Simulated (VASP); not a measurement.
# NaCl (Fm-3m) in VASP: a series of runs, part 2 of 2

VASP 6.6.1. Earlier steps stand in the parts before.

## Step 4: Single point, PBEsol (volume scaled by 0.960)

INCAR

```
  PREC = Accurate
  ENCUT = 520
  EDIFF = 1E-7
  ISMEAR = 0
  SIGMA = 0.05
  LREAL = F
  LASPH = T
  NELM = 100
  ALGO = Normal
  ISIF = 2
  LWAVE = F
  LCHARG = F
  GGA = PS
  NBANDS = 14
```

KPOINTS

```
regular mesh
0
Gamma
  8 8 8
```

POSCAR

```
NaCl
1.0
    0.0000000000      2.7631675946      2.7631675946
    2.7631675946      0.0000000000      2.7631675946
    2.7631675946      2.7631675946      0.0000000000
Na Cl
1 1
Direct
    0.0000000000      0.0000000000      0.0000000000
    0.5000000000      0.5000000000      0.5000000000
```

Potentials or basis: VASP PAW PBE potentials, release 64 (Na_pv, Cl).

Launch:

```
$ cat potpaw_PBE.64/Na_pv/POTCAR potpaw_PBE.64/Cl/POTCAR > POTCAR
$ mpirun -np 1 vasp_std > vasp.out
```

OUTCAR:

```text
PREC = Accurate
   ENCUT = 520
   EDIFF = 1E-7
   ISMEAR = 0
   LREAL = F
   LASPH = T
   NELM = 100
   ISIF = 2
   GGA = PS

 ion  position               nearest neighbor table
   1  0.000  0.000  0.000-
   2  0.500  0.500  0.500-

  LATTYP: Found a face centered cubic cell.
 ALAT       =     5.5263351892

  Lattice vectors:

 A1 = (   0.0000000000,   2.7631675946,   2.7631675946)
 A2 = (   2.7631675946,   0.0000000000,   2.7631675946)
[... 592 lines left out ...]
 [... further k-points ...]

------------------------ aborting loop because EDIFF is reached ----------------------------------------

  FORCE on cell =-STRESS in cart. coord.  units (eV):
  Direction    XX          YY          ZZ          XY          YZ          ZX
  --------------------------------------------------------------------------------------
  -------------------------------------------------------------------------------------
  Total        0.3145157      0.3145157      0.3145157      0.0000000      0.0000000     -0.0000000
  in kB       11.9426641     11.9426641     11.9426641      0.0000000      0.0000000     -0.0000000
  external PRESSURE =      11.9426641 kB  Pullay stress =       0.0000000 kB

 VOLUME and BASIS-vectors are now :
 -----------------------------------------------------------------------------
  energy-cutoff  :      520.00
  volume of cell :       42.19
      direct lattice vectors                 reciprocal lattice vectors
     0.000000000  2.763167595  2.763167595    -0.180951746  0.180951746  0.180951746
     2.763167595  0.000000000  2.763167595     0.180951746 -0.180951746  0.180951746
     2.763167595  2.763167595  0.000000000     0.180951746  0.180951746 -0.180951746

 POSITION                                       TOTAL-FORCE (eV/Angst)
 -----------------------------------------------------------------------------------
      0.00000      0.00000      0.00000        -0.000000     -0.000000      0.000000
      2.76317      2.76317      2.76317         0.000000      0.000000     -0.000000
 -----------------------------------------------------------------------------------
    total drift:                               -0.000000      0.000000      0.000000

  FREE ENERGIE OF THE ION-ELECTRON SYSTEM (eV)
  ---------------------------------------------------
  free  energy   TOTEN  =        -6.9913745243 eV

  energy  without entropy=       -6.9913745243  energy(sigma->0) =       -6.99137452
```

OSZICAR:

```text
N       E                     dE             d eps       ncg     rms          rms(c)
DAV:   1     0.102150154800E+03    0.10215E+03   -0.70903E+03   824   0.103E+03
DAV:   2     0.103437214954E+01   -0.10112E+03   -0.92886E+02   892   0.276E+02
DAV:   3    -0.702054429386E+01   -0.80549E+01   -0.80022E+01  1046   0.716E+01
DAV:   4    -0.714539059619E+01   -0.12485E+00   -0.12479E+00   932   0.978E+00
DAV:   5    -0.714804052611E+01   -0.26499E-02   -0.26498E-02  1066   0.143E+00    0.194E+00
DAV:   6    -0.699900978513E+01    0.14903E+00   -0.23541E-01   992   0.353E+00    0.139E+00
DAV:   7    -0.698835639735E+01    0.10653E-01   -0.60857E-02  1132   0.167E+00    0.941E-01
DAV:   8    -0.699146355256E+01   -0.31072E-02   -0.71237E-03   920   0.788E-01    0.292E-01
DAV:   9    -0.699135222237E+01    0.11133E-03   -0.19756E-04   998   0.109E-01    0.166E-01
DAV:  10    -0.699138119009E+01   -0.28968E-04   -0.21354E-04   980   0.103E-01    0.460E-02
DAV:  11    -0.699137492470E+01    0.62654E-05   -0.12912E-05  1046   0.304E-02    0.151E-02
DAV:  12    -0.699137441027E+01    0.51443E-06   -0.20616E-06   956   0.106E-02    0.148E-03
DAV:  13    -0.699137456561E+01   -0.15533E-06   -0.80910E-08  1022   0.210E-03    0.318E-04
DAV:  14    -0.699137452432E+01    0.41291E-07   -0.30019E-09   532   0.381E-04
   1 F= -.69913745E+01 E0= -.69913745E+01  d E =-.298293E-21
```

Run time: 9.4 s. Hardware: 1 thread of Intel Xeon 6975P-C (Granite Rapids), shared host; peak memory 0.16 GiB.

Results:

```yaml
Free_energy: -6.9914 eV
Pressure: 1.2 GPa
Band_gap_on_the_k_mesh: 5.16 eV, direct
```

Caveat: the PAW data sets were made with another functional, which shifts forces and pressure a little.

## Step 5: Single point, PBEsol (volume scaled by 0.920)

Changes to INCAR since step 4:

```diff
@@ -2,3 +2,3 @@
   ENCUT = 520
-  EDIFF = 1E-7
+  EDIFF = 1E-6
   ISMEAR = 0
```

KPOINTS is that of step 4.

POSCAR

```
NaCl
1.0
    0.0000000000      2.7242445565      2.7242445565
    2.7242445565      0.0000000000      2.7242445565
    2.7242445565      2.7242445565      0.0000000000
Na Cl
1 1
Direct
    0.0000000000      0.0000000000      0.0000000000
    0.5000000000      0.5000000000      0.5000000000
```

Potentials or basis: VASP PAW PBE potentials, release 64 (Na_pv, Cl).

Launch:

```
$ cat potpaw_PBE.64/Na_pv/POTCAR potpaw_PBE.64/Cl/POTCAR > POTCAR
$ mpirun -np 1 vasp_std > vasp.out
```

OUTCAR:

```text
PREC = Accurate
   ENCUT = 520
   EDIFF = 1E-6
   ISMEAR = 0
   LREAL = F
   LASPH = T
   NELM = 100
   ISIF = 2
   GGA = PS

 ion  position               nearest neighbor table
   1  0.000  0.000  0.000-   2 2.72   2 2.72   2 2.72   2 2.72   2 2.72   2 2.72
   2  0.500  0.500  0.500-   1 2.72   1 2.72   1 2.72   1 2.72   1 2.72   1 2.72

  LATTYP: Found a face centered cubic cell.
 ALAT       =     5.4484891130

  Lattice vectors:

 A1 = (   0.0000000000,   2.7242445565,   2.7242445565)
 A2 = (   2.7242445565,   0.0000000000,   2.7242445565)
 A3 = (   2.7242445565,   2.7242445565,   0.0000000000)

Analysis of symmetry for initial positions (statically):
=====================================================================
 Subroutine PRICEL returns:
 Original cell was already a primitive cell.

 Routine SETGRP: Setting up the symmetry group for a
 face centered cubic supercell.

 Subroutine GETGRP returns: Found 48 space group operations
[... 9 lines left out ...]

 Routine SETGRP: Setting up the symmetry group for a
 face centered cubic supercell.

 Subroutine GETGRP returns: Found 48 space group operations
[... 165 lines left out ...]
      5      -0.1424      2.00000
      6      -0.1424      2.00000
      7      -0.1424      2.00000
      8       5.1980      0.00000
      9      10.9381      0.00000
     10      10.9381      0.00000
     11      10.9381      0.00000
     12      13.3024      0.00000
     13      13.3024      0.00000
     14      14.8397      0.00000
[... 377 lines left out ...]
      1     -20.6624      2.00000
      2     -20.6356      2.00000
      3     -20.6294      2.00000
      4     -12.5392      2.00000
      5      -2.1351      2.00000
      6      -1.0815      2.00000
      7      -0.6530      2.00000
      8       8.2545      0.00000
      9       9.6854      0.00000
     10      10.4272      0.00000
     11      11.8516      0.00000
     12      14.6128      0.00000
     13      16.0618      0.00000
     14      17.0801      0.00000

 [... further k-points ...]

------------------------ aborting loop because EDIFF is reached ----------------------------------------

  FORCE on cell =-STRESS in cart. coord.  units (eV):
  Direction    XX          YY          ZZ          XY          YZ          ZX
  --------------------------------------------------------------------------------------
  -------------------------------------------------------------------------------------
  Total        0.6752007      0.6752007      0.6752007      0.0000000      0.0000000     -0.0000000
  in kB       26.7531655     26.7531655     26.7531655      0.0000000      0.0000000     -0.0000000
  external PRESSURE =      26.7531655 kB  Pullay stress =       0.0000000 kB

 VOLUME and BASIS-vectors are now :
 -----------------------------------------------------------------------------
  energy-cutoff  :      520.00
  volume of cell :       40.44
      direct lattice vectors                 reciprocal lattice vectors
     0.000000000  2.724244556  2.724244556    -0.183537120  0.183537120  0.183537120
     2.724244556  0.000000000  2.724244556     0.183537120 -0.183537120  0.183537120
     2.724244556  2.724244556  0.000000000     0.183537120  0.183537120 -0.183537120

 POSITION                                       TOTAL-FORCE (eV/Angst)
 -----------------------------------------------------------------------------------
      0.00000      0.00000      0.00000        -0.000000     -0.000000     -0.000000
      2.72424      2.72424      2.72424         0.000000      0.000000      0.000000
 -----------------------------------------------------------------------------------
    total drift:                               -0.000000      0.000000      0.000000

  FREE ENERGIE OF THE ION-ELECTRON SYSTEM (eV)
  ---------------------------------------------------
  free  energy   TOTEN  =        -6.9699238307 eV

  energy  without entropy=       -6.9699238307  energy(sigma->0) =       -6.96992383
```

Run time: 8.4 s. Hardware: 1 thread of Intel Xeon 6975P-C (Granite Rapids), shared host; peak memory 0.16 GiB.

What came out:

| Quantity | Value |
| --- | --- |
| Free energy | -6.9699 eV |
| Pressure | 2.7 GPa |
| Band gap on the k mesh | 5.34 eV, direct |

Levels at points of the mesh, in eV from the valence-band top:
```tsv
k point	band 3	band 4	band 5	band 6	band 7	band 8	band 9	band 10	band 11	band 12
(0.00, 0.00, 0.00)	-20.48	-12.91	0.00	0.00	0.00	5.34	11.08	11.08	11.08	13.44
(0.50, 0.00, 0.00)	-20.48	-12.44	-2.31	-0.33	-0.33	7.24	11.10	11.10	11.35	15.51
(0.50, 0.50, 0.00)	-20.49	-12.38	-2.00	-0.72	-0.72	7.72	7.77	11.88	15.56	15.56
```

Caveat: the PAW data sets were made with another functional, which shifts forces and pressure a little.

## Step 6: Overview

| cell | gap on the mesh (eV) | pressure (GPa) |
| --- | --- | --- |
| a = 3.738 Å, angles 60.0°, 2 atoms | 5.76 | 6.9 |
| a = 3.796 Å, angles 60.0°, 2 atoms | 5.54 | 4.5 |
| a = 3.908 Å, angles 60.0°, 2 atoms | 5.16 | 1.2 |
| a = 3.853 Å, angles 60.0°, 2 atoms | 5.34 | 2.7 |

Alike in all rows: task single point; level PBEsol; potentials or basis VASP PAW PBE potentials, release 64 (Na_pv, Cl); no spin polarisation; k mesh 8 × 8 × 8; cutoff (eV) 520; smearing gaussian 0.05 eV.

Caveats: the PAW data sets were made with another functional, which shifts forces and pressure a little.

Total energies depend on the potentials used, so only differences within one code and one set of settings carry meaning.
